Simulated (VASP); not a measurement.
Ta: single point with PBE

Crystal: Ta.

```xyz
1
Lattice="-1.6258 1.6258 1.6258 1.6258 -1.6258 1.6258 1.6258 1.6258 -1.6258" Properties=species:S:1:pos:R:3 pbc="T T T"
Ta    0.0000    0.0000    0.0000
```

- Program: VASP 6.6.1
- Task: single point
- Functional: PBE
- Potentials or basis: VASP PAW PBE potentials, release 64 (Ta_pv)
- Cutoff: 520 eV
- k mesh: 7 × 7 × 7
- Occupations: fermi-dirac, width 0.05 eV
- Spin: no spin polarisation

| Item | Value |
| --- | --- |
| Pressure | 15.3 GPa |

Levels at points of the mesh, in eV from the Fermi level:
| k point | band 1 | band 2 | band 3 | band 4 | band 5 | band 6 | band 7 | band 8 | band 9 | band 10 |
| --- | --- | --- | --- | --- | --- | --- | --- | --- | --- | --- |
| (0.00, 0.00, 0.00) | -32.75 | -32.75 | -32.75 | -7.92 | 0.88 | 0.88 | 0.88 | 4.33 | 4.33 | 14.97 |

Run time: 3.7 s on 1 thread of Intel Xeon 6975P-C, with other jobs on the host, peak memory 0.14 GiB.

Caveat: the k points lie up to 0.39 Å⁻¹ apart; spin-orbit coupling is left out, which moves the levels of the heavy elements.
